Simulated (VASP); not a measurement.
AlN: single point with PBEsol+D3(BJ)

**Measured values to compare with.**

From “Self-assembly of well-separated AlN nanowires directly on sputtered metallic TiN films”, 2019, arxiv:1910.07391, for a bulk crystal of AlN at 10 K: band gap 6.034 eV (an exciton energy, a little under the gap).

Crystal: AlN.

```
Al N
1.0
     3.09707    0.00000    0.00000
    -1.54854    2.68214    0.00000
     0.00000    0.00000    4.94997
Al N
2 2
Direct
  0.66667 0.33333 0.49881
  0.33333 0.66667 0.99881
  0.66667 0.33333 0.88119
  0.33333 0.66667 0.38119
```

| Quantity | Value |
| --- | --- |
| Program | VASP 6.6.1 |
| Task | single point |
| Functional | PBEsol |
| Dispersion | D3(BJ) |
| Potentials or basis | VASP PAW PBE potentials, release 64 (Al, N) |
| Cutoff | 520 eV |
| k mesh | 10 × 10 × 6 |
| Occupations | fermi-dirac, width 0.05 eV |
| Spin | no spin polarisation |
| Dipole correction | no |
| Further INCAR settings | ALGO = Normal; EDIFF = 1e-06; NBANDS = 16 |

```yaml
Pressure: 0.0 GPa
Band_gap_on_the_k_mesh: 4.26 eV, direct
Dispersion_energy_per_atom: -0.229 eV
```

Levels at points of the mesh, in eV from the valence-band top:
| k point | band 5 | band 6 | band 7 | band 8 | band 9 | band 10 | band 11 | band 12 |
| --- | --- | --- | --- | --- | --- | --- | --- | --- |
| (0.00, 0.00, 0.00) | -0.91 | -0.24 | -0.24 | 0.00 | 4.26 | 6.68 | 10.63 | 11.12 |
| (0.50, 0.00, 0.00) | -3.43 | -2.16 | -1.84 | -0.72 | 5.71 | 5.71 | 8.21 | 10.27 |
| (0.00, 0.00, 0.50) | -0.58 | -0.58 | -0.58 | -0.58 | 6.50 | 6.50 | 10.33 | 10.33 |
| (0.50, 0.00, 0.50) | -1.52 | -1.52 | -1.40 | -1.40 | 5.22 | 5.22 | 9.21 | 9.21 |

Wall time 25 s on 1 thread of Intel(R) Xeon(R) Platinum 8488C (Sapphire Rapids), with other jobs on the host, peak memory 0.18 GiB.

A measured gap of AlN is 6.034 eV (an exciton energy, a little under the gap; 10 K; quoted in “Self-assembly of well-separated AlN nanowires directly on sputtered metallic TiN films”, 2019, arxiv:1910.07391); the calculated 4.26 eV misses it by -1.78 eV. 2 values of this kind are on record (6.034 to 6.0343 eV); this one was drawn at random. The value is that of PBEsol+D3(BJ) on a finite k mesh, which can miss the band edges, without temperature or zero-point motion. Semilocal functionals fall short of measured gaps as a rule.

Caveat: the PAW data sets were made with another functional, which shifts forces and pressure a little.
